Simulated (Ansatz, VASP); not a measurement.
# CaTiS2: VASP beside Ansatz

INCAR

```
ALGO = Normal
EDIFF = 1E-6
ENCUT = 520
GGA = PE
ISIF = 2
ISMEAR = -1
LASPH = True
LCHARG = True
LELF = True
LREAL = False
LVHAR = True
LWAVE = False
NBANDS = 25
NELM = 60
PREC = Accurate
SIGMA = 0.05
```

The input KPOINTS:

```
k-points
0
Gamma
  8 8 4
```

Contents of POSCAR:

```
CaTiS2
1.0
    3.6206731563      0.0000000000      0.0000000000
   -1.8103365781      3.1355949322      0.0000000000
    0.0000000000      0.0000000000      6.4975979792
Ti Ca S
1 1 2
Direct
    0.0000000000      0.0000000000      0.0000000000
    0.0000000000      0.0000000000      0.5000000000
    0.6666666667      0.3333333333      0.2196630000
    0.3333333333      0.6666666667      0.7803370000
```

input.yaml

```yaml
crystal:
  lattice:
    - [3.6206731563, 0.0, 0.0]
    - [-1.8103365781, 3.1355949322, 0.0]
    - [0.0, 0.0, 6.4975979792]
  atoms:
    - { symbol: Ti, position: [0.0, 0.0, 0.0] }
    - { symbol: Ca, position: [0.0, 0.0, 0.5] }
    - { symbol: S, position: [0.6666666667, 0.3333333333, 0.219663] }
    - { symbol: S, position: [0.3333333333, 0.6666666667, 0.780337] }
hamiltonian:
  xc: pbe
  pseudopotentials: { kind: paw }
kpoints:
  mp_grid: { grid: [8, 8, 4] }
scf:
  occupations: { method: fermi_dirac, width: 0.05 }
output:
  forces: true
  stress: true
  eigenvalues: true
```

Alike in both runs: task single point; functional PBE; k mesh 8 × 8 × 4; occupations fermi-dirac, width 0.05 eV; no spin polarisation.

|  | VASP | Ansatz |
| --- | --- | --- |
| version | VASP 6.6.1 | Ansatz 0.2.0 |
| potentials or method | VASP PAW PBE potentials, release 64 (Ti_sv, Ca_sv, S) | Ansatz PAW |
| plane-wave cutoff (eV) | 520 | 420 |
| valence electrons in the cell | 34 | 34 |

VASP gave:

* gap on the k mesh at the Fermi level (eV): none
* pressure (GPa): 2.2
* traceless stress, the component that is largest in VASP (GPa): 0.28
* rms of the force components (eV/Å): 0.013

**Question.** What did Ansatz give for the same quantities?

**Answer.** gap on the k mesh at the Fermi level (eV): none; pressure (GPa): 2.1; traceless stress, the component that is largest in VASP (GPa): 0.23; rms of the force components (eV/Å): 0.019.

Atom by atom the forces differ by 0.006 eV/Å (rms over components). A gap of «none» marks a metal or a gap that the smearing closes.
